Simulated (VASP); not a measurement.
# GaAs (F-43m) in VASP: further runs, part 2 of 2

VASP 6.6.1. Earlier steps stand in the parts before.

**4. Single point, revPBE+D3(BJ), collinear spin (23.04 Å³/atom)**

This run uses another cell than the first one, of 23.04 Å³/atom.

Contents of INCAR:

```
PREC = Accurate ; ENCUT = 520
EDIFF = 1E-7 ; ISMEAR = 1
SIGMA = 0.025 ; LREAL = False
LASPH = True ; NELM = 150
ALGO = Normal ; ISIF = 2
LWAVE = False ; LCHARG = False
ISPIN = 2 ; MAGMOM = 1 0
LORBIT = 11 ; NUPDOWN = 1.0
GGA = RE ; IVDW = 12
NBANDS = 20
```

Contents of KPOINTS:

```
Automatic mesh
0
Gamma
  8 8 8
```

Contents of POSCAR:

```
GaAs
1.0
    0.0000000000      2.8455714065      2.8455714065
    2.8455714065      0.0000000000      2.8455714065
    2.8455714065      2.8455714065      0.0000000000
As Ga
1 1
Direct
    0.7500000000      0.7500000000      0.7500000000
    0.0000000000      0.0000000000      0.0000000000
```

Potentials or basis: VASP PAW PBE potentials, release 64 (As, Ga_d).

The run is started by

```
$ cat potpaw_PBE.64/As/POTCAR potpaw_PBE.64/Ga_d/POTCAR > POTCAR
$ mpirun -np 1 vasp_std > vasp.out
```

OUTCAR:

```text
PREC = Accurate
   ENCUT = 520
   EDIFF = 1E-7
   ISMEAR = 1
   LREAL = False
   LASPH = True
   NELM = 150
   ISIF = 2
   ISPIN = 2
   LORBIT = 11
   NUPDOWN = 1.0
   GGA = RE
   IVDW = 12
 IVDW          = 12

 ion  position               nearest neighbor table
   1  0.750  0.750  0.750-   2 2.46   2 2.46   2 2.46   2 2.46
   2  0.000  0.000  0.000-   1 2.46   1 2.46   1 2.46   1 2.46

  LATTYP: Found a face centered cubic cell.
 ALAT       =     5.6911428130

  Lattice vectors:

 A1 = (   0.0000000000,   2.8455714065,   2.8455714065)
 A2 = (   2.8455714065,   0.0000000000,   2.8455714065)
 A3 = (   2.8455714065,   2.8455714065,   0.0000000000)

Analysis of symmetry for initial positions (statically):
=====================================================================
 Subroutine PRICEL returns:
 Original cell was already a primitive cell.

 Routine SETGRP: Setting up the symmetry group for a
 face centered cubic supercell.

 Subroutine GETGRP returns: Found 24 space group operations
[... 751 lines left out ...]
      5     -10.7818      1.00000
      6      -8.6475      1.00000
[... 541 lines left out ...]
     19      20.8160      0.00000
     20      22.1638      0.00000

 [... further k-points ...]

------------------------ aborting loop because EDIFF is reached ----------------------------------------

 Edisp (eV)   -1.21807

 E8    (eV) :    -0.8621

  FORCE on cell =-STRESS in cart. coord.  units (eV):
  Direction    XX          YY          ZZ          XY          YZ          ZX
  --------------------------------------------------------------------------------------
  -------------------------------------------------------------------------------------
  Total       1.12915     1.12915     1.12915     0.00000     0.00000    -0.00000
  in kB      39.25760    39.25760    39.25760     0.00000     0.00000    -0.00000
  external pressure =       39.26 kB  Pullay stress =        0.00 kB

 VOLUME and BASIS-vectors are now :
 -----------------------------------------------------------------------------
  energy-cutoff  :      520.00
  volume of cell :       46.08
      direct lattice vectors                 reciprocal lattice vectors
     0.000000000  2.845571406  2.845571406    -0.175711633  0.175711633  0.175711633
     2.845571406  0.000000000  2.845571406     0.175711633 -0.175711633  0.175711633
     2.845571406  2.845571406  0.000000000     0.175711633  0.175711633 -0.175711633

 POSITION                                       TOTAL-FORCE (eV/Angst)
 -----------------------------------------------------------------------------------
      4.26836      4.26836      4.26836        -0.000000     -0.000000     -0.000000
      0.00000      0.00000      0.00000         0.000000      0.000000      0.000000
 -----------------------------------------------------------------------------------
    total drift:                               -0.000001     -0.000001     -0.000001

  FREE ENERGIE OF THE ION-ELECTRON SYSTEM (eV)
  ---------------------------------------------------
  free  energy   TOTEN  =        -7.5062141111 eV

  energy  without entropy=       -7.5058547267  energy(sigma->0) =       -7.50609432

 total charge

# of ion       s       p       d       tot
------------------------------------------
    1        1.256   1.490   0.042   2.788
    2        0.959   0.738   9.988  11.685
--------------------------------------------------
tot          2.215   2.228  10.030  14.473

 magnetization (x)

# of ion       s       p       d       tot
------------------------------------------
    1        0.044   0.254   0.017   0.316
    2        0.089   0.115   0.029   0.233
--------------------------------------------------
tot          0.133   0.369   0.046   0.548
```

stdout:

```text
POSCAR found type information on POSCAR AsGa
 POSCAR found :  2 types and       2 ions
 scaLAPACK will be used
 -----------------------------------------------------------------------------
|                                                                             |
|                                                                             |
|     You enforced a specific xc type in the INCAR file but a different       |
|     I HOPE YOU KNOW WHAT YOU ARE DOING!                                     |
|                                                                             |
 -----------------------------------------------------------------------------

 LDA part: xc-table for (Slater+PW92), standard interpolation
 POSCAR, INCAR and KPOINTS ok, starting setup
 FFT: planning ... GRIDC
 FFT: planning ... GRID_SOFT
 FFT: planning ... GRID
 WAVECAR not read
 entering main loop
```

It took 27 s on 1 thread of Intel Xeon 6975P-C (Granite Rapids), shared host; peak memory 0.21 GiB.

Results:

* Free energy: -7.5062 eV
* Pressure: 3.9 GPa
* Net moment: 1.00 μB per cell
* Site moments: As +0.32; Ga +0.23 μB
* Valence electrons inside the program's atomic spheres: As 2.79; Ga 11.69
* Dispersion energy per atom: -0.609 eV

Caveat: the cell stands under pressure; the PAW data sets were made with another functional, which shifts forces and pressure a little; the total moment is fixed, so each spin has its own Fermi level.

**5. Single point, revPBE+D3(BJ), collinear spin (23.49 Å³/atom)**

This run uses another cell than the first one, of 23.49 Å³/atom.

Contents of INCAR:

```
ALGO = Normal ; EDIFF = 1E-6
ENCUT = 520 ; GGA = RE
ISIF = 2 ; ISMEAR = 1
ISPIN = 2 ; IVDW = 12
LASPH = T ; LCHARG = T
LELF = T ; LORBIT = 11
LREAL = F ; LVHAR = T
LWAVE = F ; MAGMOM = 1 0
NBANDS = 20 ; NELM = 150
NUPDOWN = 1.0 ; PREC = Accurate
SIGMA = 0.025
```

Contents of KPOINTS:

```
k-points
0
Gamma
  8 8 8
```

Contents of POSCAR:

```
GaAs
1.0
    0.0000000000      2.8640496607      2.8640496607
    2.8640496607      0.0000000000      2.8640496607
    2.8640496607      2.8640496607      0.0000000000
As Ga
1 1
Direct
    0.7500000000      0.7500000000      0.7500000000
    0.0000000000      0.0000000000      0.0000000000
```

The run is started by

```
$ cat potpaw_PBE.64/As/POTCAR potpaw_PBE.64/Ga_d/POTCAR > POTCAR
$ mpirun -np 1 vasp_std > vasp.out
```

Wall time 27 s (1 thread of Intel Xeon 6975P-C (Granite Rapids), shared host); peak memory 0.21 GiB.

The run converged. Its results:

```yaml
Free_energy: -7.5247 eV
Pressure: 2.7 GPa
Net_moment: 1.00 μB per cell
Site_moments: As +0.32; Ga +0.23 μB
Valence_electrons_inside_the_program's_atomic_spheres: As 2.78; Ga 11.66
Dispersion_energy_per_atom: -0.596 eV
```

Caveat: the PAW data sets were made with another functional, which shifts forces and pressure a little; the total moment is fixed, so each spin has its own Fermi level.

**6. Single point, revPBE+D3(BJ), collinear spin (23.94 Å³/atom)**

This run uses another cell than the first one, of 23.94 Å³/atom.

Contents of INCAR:

```
SYSTEM = GaAs
PREC     = Accurate       ! precision mode
ENCUT    = 520            ! plane-wave cutoff, eV
EDIFF    = 1E-6           ! SCF threshold, eV
ISMEAR   = 1              ! smearing method
SIGMA    = 0.025          ! smearing width, eV
LREAL    = .FALSE.        ! projectors in reciprocal space
LASPH    = .TRUE.         ! aspherical terms in the spheres
NELM     = 150            ! most SCF steps
ALGO     = Normal         ! electronic algorithm
ISIF     = 2              ! what is computed and relaxed
LWAVE    = .FALSE.        ! write WAVECAR
LCHARG   = .FALSE.        ! write CHGCAR
ISPIN    = 2              ! spin polarisation
MAGMOM   = 1 0            ! initial moments
LORBIT   = 11             ! projections on sites
NUPDOWN  = 1.0            ! fixed moment
GGA      = RE             ! functional
IVDW     = 12             ! dispersion correction
NBANDS   = 20             ! bands
```

Contents of KPOINTS:

```
regular mesh
0
G
  8 8 8
  0 0 0
```

Contents of POSCAR:

```
GaAs
1.0
    0.0000000000      2.8822925071      2.8822925071
    2.8822925071      0.0000000000      2.8822925071
    2.8822925071      2.8822925071      0.0000000000
As Ga
1 1
Direct
    0.7500000000      0.7500000000      0.7500000000
    0.0000000000      0.0000000000      0.0000000000
```

Potentials or basis: VASP PAW PBE potentials, release 64 (As, Ga_d).

The run is started by

```
$ cat potpaw_PBE.64/As/POTCAR potpaw_PBE.64/Ga_d/POTCAR > POTCAR
$ mpirun -np 1 vasp_std > vasp.out
```

It took 26 s on 1 thread of Intel Xeon 6975P-C (Granite Rapids), shared host; peak memory 0.21 GiB.

The run converged. Its results:

- Free energy: -7.5369 eV
- Pressure: 1.6 GPa
- Net moment: 1.00 μB per cell
- Site moments: As +0.32; Ga +0.23 μB
- Valence electrons inside the program's atomic spheres: As 2.77; Ga 11.64
- Dispersion energy per atom: -0.584 eV

Caveat: the PAW data sets were made with another functional, which shifts forces and pressure a little; the total moment is fixed, so each spin has its own Fermi level.

**7. The runs side by side**

| cell | pressure (GPa) | moment (μB) |
| --- | --- | --- |
| a = 3.971 Å, angles 60.0°, 2 atoms | 6.8 | 1.00 |
| a = 3.998 Å, angles 60.0°, 2 atoms | 5.3 | 1.00 |
| a = 4.024 Å, angles 60.0°, 2 atoms | 3.9 | 1.00 |
| a = 4.050 Å, angles 60.0°, 2 atoms | 2.7 | 1.00 |
| a = 4.076 Å, angles 60.0°, 2 atoms | 1.6 | 1.00 |

Alike in all rows: task single point; level revPBE+D3(BJ); potentials or basis VASP PAW PBE potentials, release 64 (As, Ga_d); spin collinear; fixed moment (μB) 1.0; k mesh 8 × 8 × 8; cutoff (eV) 520; smearing methfessel-paxton 0.025 eV.

Caveats: the PAW data sets were made with another functional, which shifts forces and pressure a little; the total moment is fixed, so each spin has its own Fermi level; the cell stands under pressure (at least some runs).

Absolute energies hang on the potentials; compare differences alone.
